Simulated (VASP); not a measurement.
CaO, 2 atoms in the cell. It takes space group Fm-3m (No. 225, cubic). The conventional cell has a = 4.807 Å, b = 4.807 Å, c = 4.807 Å, α = 90.00°, β = 90.00°, γ = 90.00°. Within 3.2 Å of Ca (site symmetry m-3m) lie 6 O at 2.40 Å. Within 3.2 Å of O (site symmetry m-3m) lie 6 Ca at 2.40 Å. 

| Property | Result |
| --- | --- |
| Program | VASP 6.6.1 |
| Task | single point |
| Functional | PBE |
| Potentials or basis | VASP PAW PBE potentials, release 64 (Ca_sv, O) |
| Cutoff | 600 eV |
| k mesh | 2 × 2 × 2, shifted |
| Occupations | gaussian, width 0.1 eV |
| Spin | no spin polarisation |
| Dipole correction | no |
| Further INCAR settings | ALGO = Normal; EDIFF = 1e-06; NBANDS = 15; ISYM = 0 |

Potentials or basis: VASP PAW PBE potentials, release 64 (Ca_sv, O).

Launch:

```sh
$ cat potpaw_PBE.64/Ca_sv/POTCAR potpaw_PBE.64/O/POTCAR > POTCAR
$ mpirun -np 1 vasp_std > vasp.out
```

Hardware: 1 thread of Intel(R) Xeon(R) Platinum 8375C CPU @ 2.90GHz (Ice Lake) (shared host).

Task: How long does it take, and how much memory?

Result: Run time: 8.2 s on 1 thread of Intel(R) Xeon(R) Platinum 8375C CPU @ 2.90GHz (Ice Lake) (shared host), peak memory 0.15 GiB. Counts: scf iterations 12, k points 16.
